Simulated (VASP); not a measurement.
# Zr3TiC4 (Pmmm) in VASP: further runs

Aim: see how the results for Zr3TiC4 move with the level of theory and the settings. Levels: PBE, r2SCAN. Tasks: relaxation of shape and atoms at fixed volume, single point.

Everything below comes from runs of VASP 6.6.1. Logs are shortened: lines on timing, memory, paths and dates and some standing lists are left out, and cuts for length are marked.

## (1) The cell of the first run

It takes space group Pmmm (No. 47, orthorhombic). The conventional cell has a = 3.238 Å, b = 4.587 Å, c = 6.472 Å, α = 90.00°, β = 90.00°, γ = 90.00°. Zr (site symmetry mm2) has 6 C at 2.27 to 2.31 Å within 3.0 Å. Zr (site symmetry mmm) has 6 C at 2.29 to 2.34 Å within 3.0 Å. Within 3.0 Å of Ti (site symmetry mmm) lie 6 C at 2.24 to 2.29 Å. Within 3.4 Å of C (site symmetry mm2) lie 2 Ti at 2.24 Å and 4 Zr at 2.29 to 2.34 Å and 12 C at 3.09 to 3.38 Å. C (site symmetry mmm) has 6 Zr at 2.29 to 2.31 Å within 3.0 Å. Within 3.0 Å of C (site symmetry mmm) lie 4 Zr at 2.27 Å and 2 Ti at 2.29 Å.

## (2) Relaxation of shape and atoms at fixed volume, PBE (12.02 Å³/atom)

Input file INCAR:

```
SYSTEM = Zr3TiC4
ALGO     = Normal         ! electronic algorithm
EDIFF    = 1E-6           ! SCF threshold, eV
EDIFFG   = -0.01          ! ionic threshold
ENCUT    = 600            ! plane-wave cutoff, eV
GGA      = PE             ! functional
IBRION   = 2              ! ionic algorithm
ISIF     = 4              ! what is computed and relaxed
ISMEAR   = 0              ! smearing method
LASPH    = .TRUE.         ! aspherical terms in the spheres
LCHARG   = .FALSE.        ! write CHGCAR
LREAL    = .FALSE.        ! projectors in reciprocal space
LWAVE    = .FALSE.        ! write WAVECAR
NELM     = 80             ! most SCF steps
NSW      = 50             ! ionic steps
PREC     = Accurate       ! precision mode
SIGMA    = 0.1            ! smearing width, eV
```

Input file KPOINTS:

```
k-points
0
G
  12 8 6
  0 0 0
```

Input file POSCAR:

```
Zr3TiC4
1.0
    3.2383689366      0.0000000000      0.0000000000
    0.0000000000      4.5866865433      0.0000000000
    0.0000000000      0.0000000000      6.4719279573
Zr Ti C
3 1 4
Direct
    0.0000000000      0.0000000000      0.7458450000
    0.0000000000      0.0000000000      0.2541550000
    0.5000000000      0.5000000000      0.0000000000
    0.5000000000      0.5000000000      0.5000000000
    0.0000000000      0.5000000000      0.2610930000
    0.0000000000      0.5000000000      0.7389070000
    0.5000000000      0.0000000000      0.0000000000
    0.5000000000      0.0000000000      0.5000000000
```

Potentials or basis: VASP PAW PBE potentials, release 64 (Zr_sv, Ti_sv, C).

Started as:

```console
> cat potpaw_PBE.64/Zr_sv/POTCAR potpaw_PBE.64/Ti_sv/POTCAR potpaw_PBE.64/C/POTCAR > POTCAR
> mpirun -np 1 vasp_std > vasp.out
```

OUTCAR:

```text
SYSTEM = Zr3TiC4
   EDIFF = 1E-6
   EDIFFG = -0.01
   ENCUT = 600
   GGA = PE
   IBRION = 2
   ISIF = 4
   ISMEAR = 0
   LASPH = .TRUE.
   LREAL = .FALSE.
   NELM = 80
   NSW = 50
   PREC = Accurate

 ion  position               nearest neighbor table
   1  0.000  0.000  0.746-   8 2.27   8 2.27   6 2.29   6 2.29   7 2.31   7 2.31   2 3.18   4 3.23
                             4 3.23   4 3.23   4 3.23   3 3.25   3 3.25   3 3.25   3 3.25   2 3.29
   2  0.000  0.000  0.254-   8 2.27   8 2.27   5 2.29   5 2.29   7 2.31   7 2.31   1 3.18   4 3.23
                             4 3.23   4 3.23   4 3.23   3 3.25   3 3.25   3 3.25   3 3.25   1 3.29
   3  0.500  0.500  0.000-   7 2.29   7 2.29   5 2.34   6 2.34   5 2.34   6 2.34   4 3.24   4 3.24
                             2 3.25   2 3.25   1 3.25   2 3.25   1 3.25   1 3.25   1 3.25   2 3.25
   4  0.500  0.500  0.500-   5 2.24   6 2.24   5 2.24   6 2.24   8 2.29   8 2.29   2 3.23   2 3.23
                             1 3.23   2 3.23   1 3.23   1 3.23   1 3.23   2 3.23   3 3.24   3 3.24
   5  0.000  0.500  0.261-   4 2.24   4 2.24   2 2.29   2 2.29   3 2.34   3 2.34
   6  0.000  0.500  0.739-   4 2.24   4 2.24   1 2.29   1 2.29   3 2.34   3 2.34
   7  0.500  0.000  0.000-   3 2.29   3 2.29   1 2.31   2 2.31   1 2.31   2 2.31
   8  0.500  0.000  0.500-   1 2.27   2 2.27   1 2.27   2 2.27   4 2.29   4 2.29

  LATTYP: Found a simple orthorhombic cell.
 ALAT       =     3.2383689366
 B/A-ratio  =     1.4163570097
 C/A-ratio  =     1.9985147103

  Lattice vectors:

 A1 = (   3.2383689366,   0.0000000000,   0.0000000000)
 A2 = (   0.0000000000,   4.5866865433,   0.0000000000)
 A3 = (   0.0000000000,   0.0000000000,   6.4719279573)

Analysis of symmetry for initial positions (statically):
=====================================================================
 Subroutine PRICEL returns:
 Original cell was already a primitive cell.

 Routine SETGRP: Setting up the symmetry group for a
 simple orthorhombic supercell.

 Subroutine GETGRP returns: Found  8 space group operations
 (whereof  8 operations were pure point group operations)
 out of a pool of  8 trial point group operations.

The static configuration has the point symmetry D_2h.

Analysis of symmetry for dynamics (positions and initial velocities):
=====================================================================
 Subroutine PRICEL returns:
 Original cell was already a primitive cell.

 Routine SETGRP: Setting up the symmetry group for a
 simple orthorhombic supercell.

 Subroutine GETGRP returns: Found  8 space group operations
 (whereof  8 operations were pure point group operations)
 out of a pool of  8 trial point group operations.

The dynamic configuration has the point symmetry D_2h.

 Subroutine INISYM returns: Found  8 space group operations
 (whereof  8 operations are pure point group operations),
 and found     1 'primitive' translations

----------------------------------------------------------------------------------------

                                     Primitive cell

  volume of cell :      96.1300

  direct lattice vectors                    reciprocal lattice vectors
     3.238368937  0.000000000  0.000000000     0.308797428  0.000000000  0.000000000
     0.000000000  4.586686543  0.000000000     0.000000000  0.218022311  0.000000000
     0.000000000  0.000000000  6.471927957     0.000000000  0.000000000  0.154513463

  length of vectors
     3.238368937  4.586686543  6.471927957     0.308797428  0.218022311  0.154513463

  position of ions in fractional coordinates (direct lattice)
     0.000000000  0.000000000  0.745845000
     0.000000000  0.000000000  0.254155000
     0.500000000  0.500000000  0.000000000
     0.500000000  0.500000000  0.500000000
     0.000000000  0.500000000  0.261093000
     0.000000000  0.500000000  0.738907000
     0.500000000  0.000000000  0.000000000
     0.500000000  0.000000000  0.500000000

  ion indices of the primitive-cell ions
   primitive index   ion index
                 1           1
                 2           2
                 3           3
                 4           4
                 5           5
                 6           6
                 7           7
                 8           8

----------------------------------------------------------------------------------------

 KPOINTS: k-points

Automatic generation of k-mesh.
 Grid dimensions read from file:
 generate k-points for:   12    8    6

 Generating k-lattice:

  Cartesian coordinates                     Fractional coordinates (reciprocal lattice)
     0.025733119  0.000000000  0.000000000     0.083333333  0.000000000  0.000000000
     0.000000000  0.027252789  0.000000000     0.000000000  0.125000000  0.000000000
     0.000000000  0.000000000  0.025752244     0.000000000  0.000000000  0.166666667

  Length of vectors
     0.025733119  0.027252789  0.025752244

  Shift w.r.t. Gamma in fractional coordinates (k-lattice)
     0.000000000  0.000000000  0.000000000

 Subroutine IBZKPT returns following result:
 ===========================================

 Found    140 irreducible k-points:

 Following reciprocal coordinates:
            Coordinates               Weight
  0.000000  0.000000  0.000000      1.000000
  0.083333  0.000000  0.000000      2.000000
  0.166667  0.000000  0.000000      2.000000
  0.250000  0.000000  0.000000      2.000000
  0.333333  0.000000  0.000000      2.000000
  0.416667  0.000000  0.000000      2.000000
[... 16 lines left out ...]
  0.083333  0.375000  0.000000      4.000000
  0.166667  0.375000  0.000000      4.000000
 [... further k-points ...]
   k-points           NKPTS =    140   k-points in BZ     NKDIM =    140   number of bands    NBANDS=     38
   number of dos      NEDOS =    301   number of ions     NIONS =      8
   total plane-waves  NPLWV =  60480
   dimension x,y,z NGX =    28 NGY =   40 NGZ =   54
   dimension x,y,z NGXF=    56 NGYF=   80 NGZF=  108
   ions per type =               3   1   4
   NGX,Y,Z   is equivalent  to a cutoff of  14.37, 14.50, 13.87 a.u.
   NGXF,Y,Z  is equivalent  to a cutoff of  28.75, 29.00, 27.74 a.u.
 SYSTEM =  Zr3TiC4
   PREC   = accura    normal or accurate (medium, high low for compatibility)
   ISTART =      0    job   : 0-new  1-cont  2-samecut
   ICHARG =      2    charge: 1-file 2-atom 10-const
   ISPIN  =      1    spin polarized calculation?
   LNONCOLLINEAR =      F non collinear calculations
   LSORBIT =      F    spin-orbit coupling
   LASPH  =      T    aspherical Exc in radial PAW
   ENCUT  =  600.0 eV  44.10 Ry    6.64 a.u.   6.47  9.16 12.93*2*pi/ulx,y,z
   NELM   =     80;   NELMIN=  2; NELMDL= -5     # of ELM steps
   EDIFF  = 0.1E-05   stopping-criterion for ELM
   LREAL  =      F    real-space projection
   EDIFFG = -.1E-01   stopping-criterion for IOM
   NSW    =     50    number of steps for IOM
   IBRION =      2    ionic relax: 0-MD 1-quasi-New 2-CG
   NFREE  =      1    steps in history (QN), initial steepest desc. (CG)
   ISIF   =      4    stress and relaxation
   ISYM   =      2    0-nonsym 1-usesym 2-fastsym
   POTIM  = 0.5000    time-step for ionic-motion
   TEBEG  =    0.0;   TEEND  =   0.0 temperature during run
   PSTRESS=    0.0 pullay stress
   NELECT =      64.0000    total number of electrons
   NUPDOWN=      -1.0000    fix difference up-down
   EMIN   =  10.00;   EMAX   =-10.00  energy-range for DOS
   EFERMI =   0.00;   METHOD = LEGACY
   ISMEAR =     0;   SIGMA  =   0.10  broadening in eV -4-tet -1-fermi 0-gaus
   EFERMI_NEDOS =   21; number of points for ismear=-14 and -15
   IALGO  =     38    algorithm
   IMIX   =      4    mixing-type and parameters
     AMIX     =   0.40;   BMIX     =  1.00
     AMIX_MAG =   1.60;   BMIX_MAG =  1.00
  volume/ion in A,a.u.               =      12.02        81.09
  Fermi-wavevector in a.u.,A,eV,Ry     =   1.429492  2.701349 27.802799  2.043448
  Thomas-Fermi vector in A             =   2.549440
   LORBIT       =      0    0 simple, 1 ext, 2 COOP (PROOUT), +10 PAW based schemes
   GGA     = PE    functional components
   LHFCALC =     F    Hartree Fock is set to
   AEXX    =    0.0000 exact exchange contribution
   IVDW    =     0    specifies the selected vdW correction
   LEPSILON=     F    determine dielectric tensor
   LRPA    =     F    only Hartree local field effects (RPA)
 conjugate gradient relaxation of ions
 non-spin polarized calculation
 Gauss-broadening in eV      SIGMA  =   0.10
  energy-cutoff  :      600.00
  volume of cell :       96.13
 maximum number of plane-waves:      3236
 NGX is ok and might be reduce to    28
   NGX = 13   NGY = 19   NGZ = 25

--------------------------------------- Ionic step        1  -------------------------------------------

 number of electron      64.0000003 magnetization

 Free energy of the ion-electron system (eV)
  ---------------------------------------------------
  ext. energy  EPLUGINS =         0.00000000
  ---------------------------------------------------
  free energy    TOTEN  =       -76.59519985 eV

  energy without entropy =      -76.58914387  energy(sigma->0) =      -76.59217186

------------------------ aborting loop because EDIFF is reached ----------------------------------------

  FORCE on cell =-STRESS in cart. coord.  units (eV):
  Direction    XX          YY          ZZ          XY          YZ          ZX
  --------------------------------------------------------------------------------------
  -------------------------------------------------------------------------------------
  Total        4.5030816      4.4876594      4.4886135     -0.0000000      0.0000000      0.0000000
  in kB       75.0518387     74.7948011     74.8107028     -0.0000000      0.0000000      0.0000000
  external PRESSURE =      74.8857809 kB  Pullay stress =       0.0000000 kB
[... 111 lines left out ...]
  energy  without entropy=      -76.5892710699  energy(sigma->0) =      -76.59229690

--------------------------------------- Ionic step        4  -------------------------------------------

 number of electron      64.0000004 magnetization

 Free energy of the ion-electron system (eV)
  ---------------------------------------------------
  ext. energy  EPLUGINS =         0.00000000
  ---------------------------------------------------
  free energy    TOTEN  =       -76.59533487 eV

  energy without entropy =      -76.58928565  energy(sigma->0) =      -76.59231026

 E-fermi :   9.8367     XC(G=0): -12.3574

 val. band max:        9.8358919235   @ k =   0.3333   0.0000   0.5000
 cond. band min:       9.8547919609   @ k =   0.4167   0.0000   0.0000
 fundamental gap:      0.0189000373
 Fermi energy:         9.8366977880

 k-point     1 :       0.0000    0.0000    0.0000
  band No.  band energies     occupation
      1     -47.0071      2.00000
      2     -38.1245      2.00000
      3     -37.9366      2.00000
      4     -37.9118      2.00000
      5     -23.2609      2.00000
      6     -23.2601      2.00000
[... 973 lines left out ...]
     37      12.7029      0.00000
     38      13.2765      0.00000

 [... further k-points ...]
[... 5 lines left out ...]
  --------------------------------------------------------------------------------------
  -------------------------------------------------------------------------------------
  Total        4.4768933      4.4660042      4.4853182      0.0000000      0.0000000      0.0000000
  in kB       74.6153649     74.4338787     74.7557812      0.0000000      0.0000000      0.0000000
  external PRESSURE =      74.6016750 kB  Pullay stress =       0.0000000 kB
[... 23 lines left out ...]
  FREE ENERGIE OF THE ION-ELECTRON SYSTEM (eV)
  ---------------------------------------------------
  free  energy   TOTEN  =       -76.5953348727 eV

  energy  without entropy=      -76.5892856499  energy(sigma->0) =      -76.59231026

 reached required accuracy - stopping structural energy minimisation
```

Run time: 11 min. Hardware: 1 thread of Intel Xeon 6975P-C (Granite Rapids), shared host; peak memory 0.65 GiB.

What came out:

```
Free energy                  : -76.5953 eV
Energy gained by relaxing    : 0.0 meV/atom
Ionic steps                  : 4
Pressure after relaxing      : 7.5 GPa
Largest force after relaxing : 0.005 eV/Å
Band gap on the k mesh       : zero (bands 32 and 33 overlap by 1.27 eV)
```

Forces in eV/Å, atoms in the order of the input:
```
Zr   0.000  0.000  0.005
Zr   0.000  0.000 -0.005
Zr   0.000  0.000  0.000
Ti   0.000  0.000  0.000
C    0.000  0.000 -0.002
C    0.000  0.000  0.002
C    0.000  0.000  0.000
C    0.000  0.000  0.000
```

The path:
```
step  energy change (eV)  largest force (eV/Å)  pressure (GPa)  volume (Å³)
   1              0.0000                0.0470            7.49        96.13
   2             -0.0001                0.0168            7.46        96.13
   3             -0.0001                0.0172            7.46        96.13
   4             -0.0001                0.0048            7.46        96.13
```

Final structure:
```cif
data_structure
_symmetry_space_group_name_H-M 'P 1'
_symmetry_Int_Tables_number 1
_cell_length_a 3.2384
_cell_length_b 4.5871
_cell_length_c 6.4712
_cell_angle_alpha 90.000
_cell_angle_beta 90.000
_cell_angle_gamma 90.000
_cell_volume 96.13
loop_
_atom_site_label
_atom_site_type_symbol
_atom_site_fract_x
_atom_site_fract_y
_atom_site_fract_z
_atom_site_occupancy
Zr1 Zr 0.00000 0.00000 0.74588 1
Zr2 Zr 0.00000 0.00000 0.25412 1
Zr3 Zr 0.50000 0.50000 0.00000 1
Ti1 Ti 0.50000 0.50000 0.50000 1
C1 C 0.00000 0.50000 0.26155 1
C2 C 0.00000 0.50000 0.73845 1
C3 C 0.50000 0.00000 0.00000 1
C4 C 0.50000 0.00000 0.50000 1
```

Levels at points of the mesh, in eV from the Fermi level:
```tsv
k point	band 30	band 31	band 32	band 33	band 34	band 35
(0.00, 0.00, 0.00)	0.06	0.85	0.90	0.92	1.04	1.07
(0.50, 0.00, 0.00)	-1.80	-0.13	0.06	0.07	0.28	2.21
(0.00, 0.50, 0.00)	-0.64	-0.49	-0.42	-0.36	-0.35	2.50
(0.50, 0.50, 0.00)	-2.56	-2.18	-2.17	2.36	2.57	2.70
(0.00, 0.00, 0.50)	-1.39	-1.06	-1.05	1.10	1.23	1.68
(0.50, 0.00, 0.50)	-1.59	-1.39	-1.39	0.86	1.08	1.19
(0.00, 0.50, 0.50)	-2.05	-2.03	-1.97	1.36	1.89	2.04
(0.50, 0.50, 0.50)	-2.34	-2.33	-2.18	2.17	2.53	2.67
```

## (3) Single point, r2SCAN

This run uses another cell than the first one, of 12.39 Å³/atom.

Edit POSCAR of step 2 so:

```diff
@@ -2,5 +2,5 @@
 1.0
-    3.2383689366      0.0000000000      0.0000000000
-    0.0000000000      4.5866865433      0.0000000000
-    0.0000000000      0.0000000000      6.4719279573
+    3.2714158000      0.0000000000      0.0000000000
+    0.0000000000      4.6334927000      0.0000000000
+    0.0000000000      0.0000000000      6.5379726000
 Zr Ti C
```

Input file INCAR.step1:

```
  PREC = Accurate
  ENCUT = 520
  ISMEAR = 0
  SIGMA = 0.1
  LREAL = False
  LASPH = True
  NELM = 100
  NBANDS = 42
  GGA = PE
  ALGO = Normal
  EDIFF = 1E-4
  LWAVE = True
  LCHARG = False
```

Input file INCAR.step2:

```
  PREC = Accurate
  ENCUT = 520
  EDIFF = 1E-6
  ISMEAR = 0
  SIGMA = 0.1
  LREAL = False
  LASPH = True
  NELM = 100
  ALGO = Normal
  ISIF = 2
  LWAVE = False
  LCHARG = False
  METAGGA = R2SCAN
  LMIXTAU = True
  NBANDS = 42
  ISTART = 1
```

Input file KPOINTS:

```
Automatic mesh
0
Gamma
  12 8 6
```

Potentials or basis: VASP PAW PBE potentials, release 64 (Zr_sv, Ti_sv, C).

Started as:

```console
> cat potpaw_PBE.64/Zr_sv/POTCAR potpaw_PBE.64/Ti_sv/POTCAR potpaw_PBE.64/C/POTCAR > POTCAR
> cp INCAR.step1 INCAR
> mpirun -np 1 vasp_std > vasp.out
> cp INCAR.step2 INCAR
> mpirun -np 1 vasp_std > vasp.out
```

Run time: 45 min. Hardware: 1 thread of Oxide Virtual Turin-like, shared host; peak memory 0.54 GiB.

The run converged. Its results:

| Item | Value |
| --- | --- |
| Free energy | -128.5816 eV |
| Pressure | 0.5 GPa |
| Largest force | 0.019 eV/Å |
| Band gap on the k mesh | zero (bands 32 and 33 overlap by 1.42 eV) |

Forces in eV/Å, atoms in the order of the input:
```
Zr   0.000  0.000 -0.019
Zr   0.000  0.000  0.019
Zr   0.000  0.000  0.000
Ti   0.000  0.000  0.000
C    0.000  0.000 -0.003
C    0.000  0.000  0.003
C    0.000  0.000  0.000
C    0.000  0.000  0.000
```

Stress tensor (GPa, compression positive):
```
0.42 0.00 0.00
0.00 0.52 0.00
0.00 0.00 0.45
```

Levels at points of the mesh, in eV from the Fermi level:
| k point | band 30 | band 31 | band 32 | band 33 | band 34 | band 35 |
| --- | --- | --- | --- | --- | --- | --- |
| (0.00, 0.00, 0.00) | -0.05 | 1.01 | 1.02 | 1.04 | 1.04 | 1.09 |
| (0.50, 0.00, 0.00) | -1.59 | -0.23 | -0.04 | -0.04 | 0.18 | 2.35 |
| (0.00, 0.50, 0.00) | -0.50 | -0.46 | -0.44 | -0.39 | -0.39 | 2.47 |
| (0.50, 0.50, 0.00) | -2.67 | -2.27 | -2.26 | 2.46 | 2.66 | 2.82 |
| (0.00, 0.00, 0.50) | -1.47 | -1.02 | -1.01 | 1.26 | 1.34 | 1.83 |
| (0.50, 0.00, 0.50) | -1.71 | -1.51 | -1.51 | 0.93 | 1.21 | 1.28 |
| (0.00, 0.50, 0.50) | -2.13 | -2.11 | -2.05 | 1.48 | 2.07 | 2.21 |
| (0.50, 0.50, 0.50) | -2.45 | -2.45 | -2.29 | 2.27 | 2.64 | 2.80 |

Caveat: the PAW data sets were made with another functional, which shifts forces and pressure a little.
